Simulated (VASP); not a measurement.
Input of a VASP 6.6.1 run:

The input INCAR:

```
SYSTEM = YN
PREC = Accurate
ENCUT = 600
EDIFF = 1E-6
ISMEAR = 0
SIGMA = 0.01
LREAL = .False.
LASPH = .True.
NELM = 120
ALGO = Normal
ISIF = 2
LWAVE = .False.
LCHARG = .False.
GGA = PE
NBANDS = 15
GGA_COMPAT = .False.
```

The input KPOINTS:

```
Automatic mesh
0
Gamma
  8 8 8
  0 0 0
```

The input POSCAR:

```
YN
1.0
    0.0000000000      2.4292301973      2.4292301973
    2.4292301973      0.0000000000      2.4292301973
    2.4292301973      2.4292301973      0.0000000000
Y N
1 1
Direct
    0.0000000000      0.0000000000      0.0000000000
    0.5000000000      0.5000000000      0.5000000000
```

Potentials or basis: VASP PAW PBE potentials, release 64 (Y_sv, N).

Launch:

```sh
$ cat potpaw_PBE.64/Y_sv/POTCAR potpaw_PBE.64/N/POTCAR > POTCAR
$ mpirun -np 1 vasp_std > vasp.out
```

(1) Estimate the band gap on the k mesh.

(2) Estimate the pressure.

Answers

(1) 0.15 eV, indirect (least direct gap 0.53 eV).

(2) 4.7 GPa.
